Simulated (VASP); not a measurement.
# Ta2C (P-3m1) in VASP: a series of runs, part 2 of 2

VASP 6.6.1.

## (4) Single point, r2SCAN (strain -0.040 along x and y, +0.000 along z)

The input, POSCAR:

```
Ta2C
1.0
    2.9857578795      0.0000000000      0.0000000000
   -1.4928789397      2.5857421732      0.0000000000
    0.0000000000      0.0000000000      4.9422989448
Ta C
2 1
Direct
    0.3333333333      0.6666666667      0.2535635792
    0.6666666667      0.3333333333      0.7464364208
    0.0000000000      0.0000000000      0.0000000000
```

The input, INCAR.step1:

```
SYSTEM = Ta2C
PREC = Accurate
ENCUT = 520
ISMEAR = 0
SIGMA = 0.15
LREAL = .False.
LASPH = .True.
NELM = 100
NBANDS = 20
GGA = PE
ALGO = Normal
EDIFF = 1E-4
LWAVE = .True.
LCHARG = .False.
```

The input, INCAR.step2:

```
SYSTEM = Ta2C
PREC = Accurate
ENCUT = 520
EDIFF = 1E-6
ISMEAR = 0
SIGMA = 0.15
LREAL = .False.
LASPH = .True.
NELM = 100
ALGO = Normal
ISIF = 2
LWAVE = .False.
LCHARG = .False.
METAGGA = R2SCAN
LMIXTAU = .True.
NBANDS = 20
ISTART = 1
```

The input, KPOINTS:

```
regular mesh
0
Gamma
  18 18 10
  0 0 0
```

Launch:

```
cat potpaw_PBE.64/Ta_pv/POTCAR potpaw_PBE.64/C/POTCAR > POTCAR
cp INCAR.step1 INCAR
mpirun -np 1 vasp_std > vasp.out
cp INCAR.step2 INCAR
mpirun -np 1 vasp_std > vasp.out
```

Wall time 10 min (1 thread of Intel Xeon 8259CL, shared host); peak memory 0.35 GiB.

The run converged. Its results:

| Quantity | Value |
| --- | --- |
| Free energy | -108.8309 eV |
| Pressure | 28.9 GPa |
| Largest force | 0.706 eV/Å |
| Band gap on the k mesh | zero (bands 13 and 14 overlap by 0.77 eV) |

Forces in eV/Å, atoms in the order of the input:
```
Ta   0.000  0.000  0.706
Ta   0.000  0.000 -0.706
C    0.000  0.000  0.000
```

Stress tensor (GPa, compression positive):
```
34.65  0.00  0.00
 0.00 34.65  0.00
 0.00  0.00 17.28
```

Levels at points of the mesh, in eV from the Fermi level:
| k point | band 9 | band 10 | band 11 | band 12 | band 13 | band 14 | band 15 | band 16 | band 17 | band 18 |
| --- | --- | --- | --- | --- | --- | --- | --- | --- | --- | --- |
| (0.00, 0.00, 0.00) | -3.90 | -3.90 | -3.55 | -0.41 | 0.55 | 0.55 | 1.63 | 1.63 | 2.72 | 2.72 |
| (0.50, 0.00, 0.00) | -5.15 | -4.39 | -4.31 | -2.02 | -0.29 | 3.19 | 4.35 | 5.14 | 6.11 | 6.16 |
| (0.00, 0.00, 0.50) | -4.15 | -4.15 | -2.44 | -2.00 | -0.12 | -0.12 | 3.35 | 3.35 | 3.91 | 3.91 |
| (0.50, 0.00, 0.50) | -5.46 | -3.92 | -3.01 | -1.32 | -1.04 | 1.34 | 1.84 | 5.36 | 5.78 | 5.80 |

Caveat: the cell differs from its parent crystal (strain -0.040 along x and y, +0.000 along z); the stress differs along the axes, from 17 to 35 GPa; the PAW data sets were made with another functional, which shifts forces and pressure a little; spin-orbit coupling is left out, which moves the levels of the heavy elements.

## (5) Single point, r2SCAN (strain +0.000 along x and y, -0.040 along z)

The input, POSCAR:

```
Ta2C
1.0
    3.1101644578      0.0000000000      0.0000000000
   -1.5550822289      2.6934814304      0.0000000000
    0.0000000000      0.0000000000      4.7446069870
Ta C
2 1
Direct
    0.3333333333      0.6666666667      0.2535635792
    0.6666666667      0.3333333333      0.7464364208
    0.0000000000      0.0000000000      0.0000000000
```

The input, INCAR.step1:

```
SYSTEM = Ta2C
PREC = Accurate ; ENCUT = 520
ISMEAR = 0 ; SIGMA = 0.15
LREAL = .FALSE. ; LASPH = .TRUE.
NELM = 100 ; NBANDS = 20
GGA = PE ; ALGO = Normal
EDIFF = 1E-4 ; LWAVE = .TRUE.
LCHARG = .FALSE.
```

The input, INCAR.step2:

```
SYSTEM = Ta2C
PREC = Accurate ; ENCUT = 520
EDIFF = 1E-6 ; ISMEAR = 0
SIGMA = 0.15 ; LREAL = .FALSE.
LASPH = .TRUE. ; NELM = 100
ALGO = Normal ; ISIF = 2
LWAVE = .FALSE. ; LCHARG = .FALSE.
METAGGA = R2SCAN ; LMIXTAU = .TRUE.
NBANDS = 20 ; ISTART = 1
```

The input, KPOINTS:

```
Automatic mesh
0
G
  18 18 10
  0 0 0
```

Launch:

```
cat potpaw_PBE.64/Ta_pv/POTCAR potpaw_PBE.64/C/POTCAR > POTCAR
cp INCAR.step1 INCAR
mpirun -np 1 vasp_std > vasp.out
cp INCAR.step2 INCAR
mpirun -np 1 vasp_std > vasp.out
```

It took 7.3 min on 1 thread of Intel Xeon 8259CL, shared host; peak memory 0.36 GiB.

Results (log left out):

```yaml
Free_energy: -109.0344 eV
Pressure: 14.4 GPa
Largest_force: 0.437 eV/Å
Band_gap_on_the_k_mesh: zero (bands 13 and 14 overlap by 0.99 eV)
```

Forces in eV/Å, atoms in the order of the input:
```
Ta   0.000  0.000  0.437
Ta   0.000  0.000 -0.437
C    0.000  0.000  0.000
```

Stress tensor (GPa, compression positive):
```
 8.65  0.00  0.00
 0.00  8.65  0.00
 0.00  0.00 25.82
```

Levels at points of the mesh, in eV from the Fermi level:
```csv
k point,band 10,band 11,band 12,band 13,band 14,band 15,band 16,band 17
"(0.00, 0.00, 0.00)",-4.13,-3.11,0.47,0.61,0.61,0.98,0.98,2.61
"(0.50, 0.00, 0.00)",-4.50,-4.00,-2.18,-0.34,3.45,4.20,4.99,5.35
"(0.00, 0.00, 0.50)",-4.45,-1.67,-1.51,-0.38,-0.38,3.25,3.25,4.03
"(0.50, 0.00, 0.50)",-3.99,-2.51,-1.46,-1.14,1.46,1.88,4.46,5.06
```

Caveat: the cell differs from its parent crystal (strain +0.000 along x and y, -0.040 along z); the stress differs along the axes, from 9 to 26 GPa; the PAW data sets were made with another functional, which shifts forces and pressure a little; spin-orbit coupling is left out, which moves the levels of the heavy elements.

## (6) Single point, r2SCAN (strain +0.040 along x and y, -0.080 along z)

The input, POSCAR:

```
Ta2C
1.0
    3.2345710361      0.0000000000      0.0000000000
   -1.6172855181      2.8012206876      0.0000000000
    0.0000000000      0.0000000000      4.5469150292
Ta C
2 1
Direct
    0.3333333333      0.6666666667      0.2535635792
    0.6666666667      0.3333333333      0.7464364208
    0.0000000000      0.0000000000      0.0000000000
```

The input, INCAR.step1:

```
SYSTEM = Ta2C
PREC = Accurate
ENCUT = 520
ISMEAR = 0
SIGMA = 0.15
LREAL = .False.
LASPH = .True.
NELM = 100
NBANDS = 20
GGA = PE
ALGO = Normal
EDIFF = 1E-4
LWAVE = .True.
LCHARG = .False.
```

The input, INCAR.step2:

```
SYSTEM = Ta2C
PREC = Accurate
ENCUT = 520
EDIFF = 1E-6
ISMEAR = 0
SIGMA = 0.15
LREAL = .False.
LASPH = .True.
NELM = 100
ALGO = Normal
ISIF = 2
LWAVE = .False.
LCHARG = .False.
METAGGA = R2SCAN
LMIXTAU = .True.
NBANDS = 20
ISTART = 1
```

The input, KPOINTS:

```
regular mesh
0
Gamma
  18 18 10
  0 0 0
```

Potentials or basis: VASP PAW PBE potentials, release 64 (Ta_pv, C).

Launch:

```
cat potpaw_PBE.64/Ta_pv/POTCAR potpaw_PBE.64/C/POTCAR > POTCAR
cp INCAR.step1 INCAR
mpirun -np 1 vasp_std > vasp.out
cp INCAR.step2 INCAR
mpirun -np 1 vasp_std > vasp.out
```

It took 6.4 min on 1 thread of Intel Xeon 8259CL, shared host; peak memory 0.36 GiB.

The run converged. Its results:

| Item | Value |
| --- | --- |
| Free energy | -108.6876 eV |
| Pressure | 4.9 GPa |
| Largest force | 0.033 eV/Å |
| Band gap on the k mesh | zero (bands 13 and 14 overlap by 1.17 eV) |

Forces in eV/Å, atoms in the order of the input:
```
Ta   0.000  0.000 -0.033
Ta   0.000  0.000  0.033
C    0.000  0.000  0.000
```

Stress tensor (GPa, compression positive):
```
-9.75  0.00  0.00
 0.00 -9.75  0.00
 0.00  0.00 34.21
```

Levels at points of the mesh, in eV from the Fermi level:
| k point | band 9 | band 10 | band 11 | band 12 | band 13 | band 14 | band 15 | band 16 | band 17 | band 18 |
| --- | --- | --- | --- | --- | --- | --- | --- | --- | --- | --- |
| (0.00, 0.00, 0.00) | -4.11 | -4.11 | -2.56 | 0.54 | 0.54 | 0.89 | 0.89 | 1.42 | 2.71 | 2.71 |
| (0.50, 0.00, 0.00) | -4.39 | -3.71 | -3.59 | -2.13 | -0.17 | 2.79 | 4.69 | 4.74 | 5.02 | 5.41 |
| (0.00, 0.00, 0.50) | -4.50 | -4.50 | -0.78 | -0.78 | -0.55 | -0.55 | 3.50 | 3.50 | 4.26 | 4.26 |
| (0.50, 0.00, 0.50) | -4.16 | -3.82 | -1.93 | -1.35 | -0.96 | 1.26 | 2.60 | 3.83 | 4.44 | 4.62 |

Caveat: the cell differs from its parent crystal (strain +0.040 along x and y, -0.080 along z); the stress differs along the axes, from -10 to 34 GPa; the PAW data sets were made with another functional, which shifts forces and pressure a little; spin-orbit coupling is left out, which moves the levels of the heavy elements.

## (7) The runs side by side

```tsv
cell	gap on the mesh (eV)	pressure (GPa)	largest force (eV/Å)
a = 2.861, b = 2.861, c = 5.338 Å, angles 90.0, 90.0, 120.0°, 3 atoms	none	34.5	0.31
a = 3.110, b = 3.110, c = 4.547 Å, angles 90.0, 90.0, 120.0°, 3 atoms	none	31.2	0.77
a = 2.986, b = 2.986, c = 4.942 Å, angles 90.0, 90.0, 120.0°, 3 atoms	none	28.9	0.71
a = 3.110, b = 3.110, c = 4.745 Å, angles 90.0, 90.0, 120.0°, 3 atoms	none	14.4	0.44
a = 3.235, b = 3.235, c = 4.547 Å, angles 90.0, 90.0, 120.0°, 3 atoms	none	4.9	0.03
```

Alike in all rows: task single point; level r2SCAN; potentials or basis VASP PAW PBE potentials, release 64 (Ta_pv, C); no spin polarisation; k mesh 18 × 18 × 10; cutoff (eV) 520; smearing gaussian 0.15 eV.

Caveats: the PAW data sets were made with another functional, which shifts forces and pressure a little; spin-orbit coupling is left out, which moves the levels of the heavy elements; the stress differs along the axes, from -15 to 59 GPa (at least some runs); the stress differs along the axes, from 19 to 56 GPa (at least some runs); the stress differs along the axes, from 17 to 35 GPa (at least some runs); the stress differs along the axes, from 9 to 26 GPa (at least some runs); the stress differs along the axes, from -10 to 34 GPa (at least some runs).

Total energies depend on the potentials used, so only differences within one code and one set of settings carry meaning.
